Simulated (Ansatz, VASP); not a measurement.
**Two plane-wave programs on BN**

Contents of POSCAR:

```
BN
1.0
    2.3939641546      0.0000000000      0.0000000000
   -1.1969820773      2.0732337736      0.0000000000
    0.0000000000      0.0000000000      4.7515674973
B N
2 2
Direct
    0.6666666667      0.3333333333      0.9997995909
    0.3333333333      0.6666666667      0.4997995909
    0.6666666667      0.3333333333      0.6252004091
    0.3333333333      0.6666666667      0.1252004091
```

The input INCAR.step1:

```
PREC     = Accurate       # precision mode
ENCUT    = 520            # plane-wave cutoff, eV
ISMEAR   = 0              # smearing method
SIGMA    = 0.05           # smearing width, eV
LREAL    = False          # projectors in reciprocal space
LASPH    = True           # aspherical terms in the spheres
NELM     = 80             # most SCF steps
NBANDS   = 16             # bands
GGA      = PE             # functional
ALGO     = Normal         # electronic algorithm
EDIFF    = 1E-4           # SCF threshold, eV
LWAVE    = True           # write WAVECAR
LCHARG   = False          # write CHGCAR
```

File INCAR.step2:

```
PREC     = Accurate       # precision mode
ENCUT    = 520            # plane-wave cutoff, eV
EDIFF    = 1E-6           # SCF threshold, eV
ISMEAR   = 0              # smearing method
SIGMA    = 0.05           # smearing width, eV
LREAL    = False          # projectors in reciprocal space
LASPH    = True           # aspherical terms in the spheres
NELM     = 80             # most SCF steps
ALGO     = Normal         # electronic algorithm
ISIF     = 2              # what is computed and relaxed
LWAVE    = False          # write WAVECAR
LCHARG   = False          # write CHGCAR
METAGGA  = R2SCAN         # meta-GGA
LMIXTAU  = True         
NBANDS   = 16             # bands
ISTART   = 1
```

KPOINTS

```
regular mesh
0
Gamma
  12 12 6
```

Input for Ansatz:

```yaml
crystal:
  lattice:
    - [2.3939641546, 0.0, 0.0]
    - [-1.1969820773, 2.0732337736, 0.0]
    - [0.0, 0.0, 4.7515674973]
  atoms:
    - { symbol: B, position: [0.6666666667, 0.3333333333, 0.9997995909] }
    - { symbol: B, position: [0.3333333333, 0.6666666667, 0.4997995909] }
    - { symbol: "N", position: [0.6666666667, 0.3333333333, 0.6252004091] }
    - { symbol: "N", position: [0.3333333333, 0.6666666667, 0.1252004091] }
basis:
  ecutwfc: 500
kpoints:
  mp_grid: { grid: [12, 12, 6] }
hamiltonian:
  xc: r2scan
scf:
  occupations: { method: gaussian, width: 0.05 }
output:
  forces: true
  stress: true
  eigenvalues: true
```

Alike in both runs: task single point; functional r2SCAN; k mesh 12 × 12 × 6; occupations gaussian, width 0.05 eV; no spin polarisation.

```csv
,VASP,Ansatz
version,VASP 6.6.1,Ansatz 0.2.0
potentials or method,"VASP PAW PBE potentials, release 64 (B, N), cutoff 520 eV","scalar-relativistic, plane waves, PAW"
valence electrons in the cell,16,16
```

```tsv
	VASP	Ansatz	Ansatz less VASP
gap on the k mesh at the Fermi level (eV)	3.19	3.19	+0.001
least direct gap on the mesh (eV)	3.19	3.19	+0.001
pressure (GPa)	16.5	15.3	-1.14
traceless stress, the component that is largest in VASP (GPa)	-111.30	-110.79	+0.507
rms of the force components (eV/Å)	0.769	0.798	+0.0286
```

VASP's potentials were made for PBE, not for r2SCAN. Atom by atom the forces differ by 0.029 eV/Å (rms over components).
